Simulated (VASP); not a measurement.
# Li (P6_3/mmc) in VASP: further runs

Li is run at these levels: r2SCAN; tasks: single point.

All numbers are computed with VASP 6.6.1; they aren't measurements. Logs are shortened: lines on timing, memory, paths and dates and some standing lists are left out, and cuts for length are marked.

## (1) The cell of the first run

Symmetry: P6_3/mmc, No. 194, hexagonal system. The conventional cell has a = 3.284 Å, b = 3.284 Å, c = 4.570 Å, α = 90.00°, β = 90.00°, γ = 120.00°. Within 3.9 Å of Li (site symmetry -6m2) lie 12 Li at 2.97 to 3.28 Å.

## (2) Single point, r2SCAN

Contents of POSCAR:

```
Li
1.0
    3.2841829056      0.0000000000      0.0000000000
   -1.6420914528      2.8441858269      0.0000000000
    0.0000000000      0.0000000000      4.5700360574
Li
2
Direct
    0.3333333333      0.6666666667      0.2500000000
    0.6666666667      0.3333333333      0.7500000000
```

Contents of INCAR.step1:

```
  ALGO = Normal
  EDIFF = 1E-4
  ENCUT = 520
  GGA = PE
  ISMEAR = 0
  LASPH = True
  LCHARG = False
  LREAL = False
  LWAVE = True
  NBANDS = 10
  NELM = 60
  PREC = Accurate
  SIGMA = 0.15
```

Contents of INCAR.step2:

```
  ALGO = Normal
  EDIFF = 1E-7
  ENCUT = 520
  ISIF = 2
  ISMEAR = 0
  ISTART = 1
  LASPH = True
  LCHARG = True
  LELF = True
  LMIXTAU = True
  LREAL = False
  LVHAR = True
  LWAVE = False
  METAGGA = R2SCAN
  NBANDS = 10
  NELM = 60
  PREC = Accurate
  SIGMA = 0.15
```

Contents of KPOINTS:

```
k-points
0
Gamma
  18 18 10
```

Potentials or basis: VASP PAW PBE potentials, release 64 (Li_sv).

Command:

```sh
$ cat potpaw_PBE.64/Li_sv/POTCAR > POTCAR
$ cp INCAR.step1 INCAR
$ mpirun -np 1 vasp_std > vasp.out
$ cp INCAR.step2 INCAR
$ mpirun -np 1 vasp_std > vasp.out
```

OUTCAR:

```text
EDIFF = 1E-7
   ENCUT = 520
   ISIF = 2
   ISMEAR = 0
   ISTART = 1
   LASPH = True
   LREAL = False
   METAGGA = R2SCAN
   NELM = 60
   PREC = Accurate

 ion  position               nearest neighbor table
   1  0.333  0.667  0.250-
   2  0.667  0.333  0.750-

  LATTYP: Found a hexagonal cell.
 ALAT       =     3.2841829056
 C/A-ratio  =     1.3915290922

  Lattice vectors:

 A1 = (   3.2841829056,   0.0000000000,   0.0000000000)
 A2 = (  -1.6420914528,   2.8441858269,   0.0000000000)
 A3 = (   0.0000000000,   0.0000000000,   4.5700360574)

Analysis of symmetry for initial positions (statically):
=====================================================================
 Subroutine PRICEL returns:
 Original cell was already a primitive cell.

 Routine SETGRP: Setting up the symmetry group for a
 hexagonal supercell.

 Subroutine GETGRP returns: Found 24 space group operations
 (whereof 12 operations were pure point group operations)
 out of a pool of 24 trial point group operations.

The static configuration has the point symmetry D_3d.
 The point group associated with its full space group is D_6h.

Analysis of symmetry for dynamics (positions and initial velocities):
=====================================================================
 Subroutine PRICEL returns:
 Original cell was already a primitive cell.

 Routine SETGRP: Setting up the symmetry group for a
 hexagonal supercell.

 Subroutine GETGRP returns: Found 24 space group operations
 (whereof 12 operations were pure point group operations)
 out of a pool of 24 trial point group operations.

The dynamic configuration has the point symmetry D_3d.
 The point group associated with its full space group is D_6h.

 Subroutine INISYM returns: Found 24 space group operations
 (whereof 12 operations are pure point group operations),
 and found     1 'primitive' translations

----------------------------------------------------------------------------------------

                                     Primitive cell

  volume of cell :      42.6879

  direct lattice vectors                    reciprocal lattice vectors
     3.284182906  0.000000000  0.000000000     0.304489740  0.175797234  0.000000000
    -1.642091453  2.844185827  0.000000000     0.000000000  0.351594467  0.000000000
     0.000000000  0.000000000  4.570036057     0.000000000  0.000000000  0.218816654

  length of vectors
     3.284182906  3.284182906  4.570036057     0.351594467  0.351594467  0.218816654

  position of ions in fractional coordinates (direct lattice)
     0.333333333  0.666666667  0.250000000
     0.666666667  0.333333333  0.750000000

  ion indices of the primitive-cell ions
   primitive index   ion index
                 1           1
                 2           2

----------------------------------------------------------------------------------------

 KPOINTS: k-points

Automatic generation of k-mesh.
 Grid dimensions read from file:
 generate k-points for:   18   18   10

 Generating k-lattice:

  Cartesian coordinates                     Fractional coordinates (reciprocal lattice)
     0.016916097  0.009766513  0.000000000     0.055555556  0.000000000  0.000000000
     0.000000000  0.019533026  0.000000000     0.000000000  0.055555556  0.000000000
     0.000000000  0.000000000  0.021881665     0.000000000  0.000000000  0.100000000

  Length of vectors
     0.019533026  0.019533026  0.021881665

  Shift w.r.t. Gamma in fractional coordinates (k-lattice)
     0.000000000  0.000000000  0.000000000

 Subroutine IBZKPT returns following result:
 ===========================================

 Found    222 irreducible k-points:

 Following reciprocal coordinates:
            Coordinates               Weight
  0.000000  0.000000  0.000000      1.000000
  0.055556  0.000000  0.000000      6.000000
  0.111111  0.000000  0.000000      6.000000
  0.166667 -0.000000  0.000000      6.000000
  0.222222  0.000000  0.000000      6.000000
  0.277778  0.000000  0.000000      6.000000
[... 16 lines left out ...]
  0.333333  0.111111  0.000000     12.000000
  0.388889  0.111111  0.000000     12.000000
 [... further k-points ...]
   k-points           NKPTS =    222   k-points in BZ     NKDIM =    222   number of bands    NBANDS=     10
   number of dos      NEDOS =    301   number of ions     NIONS =      2
   total plane-waves  NPLWV =  20736
   dimension x,y,z NGX =    24 NGY =   24 NGZ =   36
   dimension x,y,z NGXF=    48 NGYF=   48 NGZF=   72
   ions per type =               2
   NGX,Y,Z   is equivalent  to a cutoff of  12.15, 12.15, 13.10 a.u.
   NGXF,Y,Z  is equivalent  to a cutoff of  24.30, 24.30, 26.19 a.u.
 SYSTEM =  unknown system
   PREC   = accura    normal or accurate (medium, high low for compatibility)
   ISTART =      1    job   : 0-new  1-cont  2-samecut
   ICHARG =      0    charge: 1-file 2-atom 10-const
   ISPIN  =      1    spin polarized calculation?
   LNONCOLLINEAR =      F non collinear calculations
   LSORBIT =      F    spin-orbit coupling
   LASPH  =      T    aspherical Exc in radial PAW
   ENCUT  =  520.0 eV  38.22 Ry    6.18 a.u.   6.11  6.11  8.50*2*pi/ulx,y,z
   NELM   =     60;   NELMIN=  2; NELMDL=  0     # of ELM steps
   EDIFF  = 0.1E-06   stopping-criterion for ELM
   LREAL  =      F    real-space projection
   EDIFFG = 0.1E-05   stopping-criterion for IOM
   NSW    =      0    number of steps for IOM
   IBRION =     -1    ionic relax: 0-MD 1-quasi-New 2-CG
   NFREE  =      0    steps in history (QN), initial steepest desc. (CG)
   ISIF   =      2    stress and relaxation
   ISYM   =      2    0-nonsym 1-usesym 2-fastsym
   POTIM  = 0.5000    time-step for ionic-motion
   TEBEG  =    0.0;   TEEND  =   0.0 temperature during run
   PSTRESS=    0.0 pullay stress
   NELECT =       6.0000    total number of electrons
   NUPDOWN=      -1.0000    fix difference up-down
   EMIN   =  10.00;   EMAX   =-10.00  energy-range for DOS
   EFERMI =   0.00;   METHOD = LEGACY
   ISMEAR =     0;   SIGMA  =   0.15  broadening in eV -4-tet -1-fermi 0-gaus
   EFERMI_NEDOS =   21; number of points for ismear=-14 and -15
   IALGO  =     38    algorithm
   IMIX   =      4    mixing-type and parameters
     AMIX     =   0.40;   BMIX     =  1.00
     AMIX_MAG =   1.60;   BMIX_MAG =  1.00
  volume/ion in A,a.u.               =      21.34       144.04
  Fermi-wavevector in a.u.,A,eV,Ry     =   0.851184  1.608505  9.857621  0.724515
  Thomas-Fermi vector in A             =   1.967278
   LORBIT       =      0    0 simple, 1 ext, 2 COOP (PROOUT), +10 PAW based schemes
   METAGGA = R2SCAN    functional components
   LHFCALC =     F    Hartree Fock is set to
   AEXX    =    0.0000 exact exchange contribution
   IVDW    =     0    specifies the selected vdW correction
   LEPSILON=     F    determine dielectric tensor
   LRPA    =     F    only Hartree local field effects (RPA)
 non-spin polarized calculation
 Gauss-broadening in eV      SIGMA  =   0.15
  energy-cutoff  :      520.00
  volume of cell :       42.69
 maximum number of plane-waves:      1168
   NGX = 13   NGY = 13   NGZ = 17

 number of electron       6.0000007 magnetization

 Free energy of the ion-electron system (eV)
  ---------------------------------------------------
  ext. energy  EPLUGINS =         0.00000000
  ---------------------------------------------------
  free energy    TOTEN  =        -4.72833946 eV

  energy without entropy =       -4.71806560  energy(sigma->0) =       -4.72320253

 E-fermi :   0.5146     XC(G=0):  -7.3081

 val. band max:        0.5088975084   @ k =   0.3333   0.2222   0.2000
 cond. band min:       0.5202019245   @ k =   0.1667   0.1111   0.3000
 fundamental gap:      0.0113044161
 Fermi energy:         0.5145949883

 k-point     1 :       0.0000    0.0000    0.0000
  band No.  band energies     occupation
      1     -47.7782      2.00000
      2     -47.7519      2.00000
      3      -3.2457      2.00000
      4       1.6098      0.00000
      5       4.9152      0.00000
      6      11.8543      0.00000
      7      11.8553      0.00000
      8      13.4911      0.00000
      9      13.4919      0.00000
     10      16.4519      0.00000

 k-point     2 :       0.0556    0.0000    0.0000
  band No.  band energies     occupation
      1     -47.7780      2.00000
      2     -47.7520      2.00000
      3      -3.1991      2.00000
      4       1.6698      0.00000
      5       4.9190      0.00000
      6      11.3110      0.00000
      7      11.4419      0.00000
      8      13.5293      0.00000
      9      13.9335      0.00000
     10      16.5630      0.00000

 k-point     3 :       0.1111    0.0000    0.0000
  band No.  band energies     occupation
      1     -47.7770      2.00000
      2     -47.7520      2.00000
      3      -3.0588      2.00000
      4       1.8504      0.00000
      5       4.9237      0.00000
      6      10.1693      0.00000
      7      10.7255      0.00000
      8      13.5496      0.00000
      9      14.6583      0.00000
     10      16.0787      0.00000

 k-point     4 :       0.1667   -0.0000    0.0000
  band No.  band energies     occupation
      1     -47.7753      2.00000
      2     -47.7521      2.00000
      3      -2.8246      2.00000
      4       2.1511      0.00000
      5       4.8933      0.00000
      6       8.9454      0.00000
      7      10.0264      0.00000
      8      13.4497      0.00000
      9      14.8324      0.00000
     10      15.1032      0.00000

 k-point     5 :       0.2222    0.0000    0.0000
  band No.  band energies     occupation
      1     -47.7733      2.00000
      2     -47.7524      2.00000
      3      -2.4968      2.00000
      4       2.5709      0.00000
      5       4.7296      0.00000
      6       7.9173      0.00000
      7       9.4099      0.00000
      8      12.9621      0.00000
      9      13.3008      0.00000
     10      14.4376      0.00000

 k-point     6 :       0.2778    0.0000    0.0000
  band No.  band energies     occupation
      1     -47.7709      2.00000
      2     -47.7528      2.00000
      3      -2.0752      2.00000
      4       3.1083      0.00000
      5       4.2684      0.00000
      6       7.3229      0.00000
      7       8.8955      0.00000
      8      11.7891      0.00000
      9      12.0442      0.00000
     10      14.2641      0.00000
[... 183 lines left out ...]
 k-point    21 :       0.2222    0.1111    0.0000
  band No.  band energies     occupation
      1     -47.7701      2.00000
      2     -47.7530      2.00000
      3      -1.9325      2.00000
      4       3.2873      0.00000
      5       4.3802      0.00000
      6       6.5739      0.00000
      7       8.5026      0.00000
      8      11.8401      0.00000
      9      13.0101      0.00000
     10      14.4465      0.00000

 k-point    22 :       0.2778    0.1111    0.0000
  band No.  band energies     occupation
      1     -47.7678      2.00000
      2     -47.7537      2.00000
      3      -1.4180      2.00000
      4       3.6453      0.00000
      5       3.9378      0.00000
      6       6.1936      0.00000
      7       8.2756      0.00000
      8      10.4646      0.00000
      9      12.0655      0.00000
     10      14.1745      0.00000

 k-point    23 :       0.3333    0.1111    0.0000
  band No.  band energies     occupation
      1     -47.7656      2.00000
      2     -47.7545      2.00000
      3      -0.8189      2.00000
      4       2.7346      0.00000
      5       4.6927      0.00000
      6       6.0762      0.00000
      7       8.1831      0.00000
      8       9.1664      0.00000
      9      11.2912      0.00000
     10      13.8589      0.00000

 k-point    24 :       0.3889    0.1111    0.0000
  band No.  band energies     occupation
      1     -47.7639      2.00000
      2     -47.7553      2.00000
      3      -0.1699      2.00000
      4       1.8552      0.00000
      5       5.5134      0.00000
      6       6.0473      0.00000
      7       8.0124      0.00000
      8       8.1880      0.00000
      9      10.7595      0.00000
     10      13.6543      0.00000

 [... further k-points ...]
[... 5 lines left out ...]
  --------------------------------------------------------------------------------------
  -------------------------------------------------------------------------------------
  Total       -0.4269658     -0.4269658      0.2797914     -0.0000000      0.0000000      0.0000000
  in kB      -16.0250264    -16.0250264     10.5012273     -0.0000000      0.0000000      0.0000000
  external PRESSURE =      -7.1829418 kB  Pullay stress =       0.0000000 kB

 VOLUME and BASIS-vectors are now :
 -----------------------------------------------------------------------------
  energy-cutoff  :      520.00
  volume of cell :       42.69
      direct lattice vectors                 reciprocal lattice vectors
     3.284182906  0.000000000  0.000000000     0.304489740  0.175797234  0.000000000
    -1.642091453  2.844185827  0.000000000     0.000000000  0.351594467  0.000000000
     0.000000000  0.000000000  4.570036057     0.000000000  0.000000000  0.218816654

 POSITION                                       TOTAL-FORCE (eV/Angst)
 -----------------------------------------------------------------------------------
     -0.00000      1.89612      1.14251         0.000000     -0.000000      0.000000
      1.64209      0.94806      3.42753        -0.000000      0.000000      0.000000
 -----------------------------------------------------------------------------------
    total drift:                               -0.000000      0.000000      0.000000

  FREE ENERGIE OF THE ION-ELECTRON SYSTEM (eV)
  ---------------------------------------------------
  free  energy   TOTEN  =        -4.7283394564 eV

  energy  without entropy=       -4.7180655961  energy(sigma->0) =       -4.72320253
```

It took 3.1 min on 1 thread of Intel Xeon 6975P-C (Granite Rapids), shared host; peak memory 0.2 GiB.

What came out:

| Property | Result |
| --- | --- |
| Free energy | -4.7283 eV |
| Band gap on the k mesh | zero (band 3 reaches 2.37 eV, above the bottom of band 4 at -1.77 eV) |

Levels at points of the mesh, in eV from the Fermi level:
```
           k point  band 1  band 2  band 3  band 4  band 5  band 6  band 7
(0.00, 0.00, 0.00)  -48.29  -48.27   -3.76    1.10    4.40   11.34   11.34
(0.50, 0.00, 0.00)  -48.28  -48.27   -0.42    0.70    5.37    6.68    7.45
(0.00, 0.00, 0.50)  -48.28  -48.28   -2.29   -2.29   11.21   11.21   12.77
(0.50, 0.00, 0.50)  -48.27  -48.27    0.60    0.60    3.43    3.43    9.31
```

Caveat: the cutoff is under 1.25 times the usual one of these potentials, so pressure, stress and relaxed cells hold a basis-set (Pulay) error; the PAW data sets were made with another functional, which shifts forces and pressure a little.

(Part 1 of 2 ends here.)
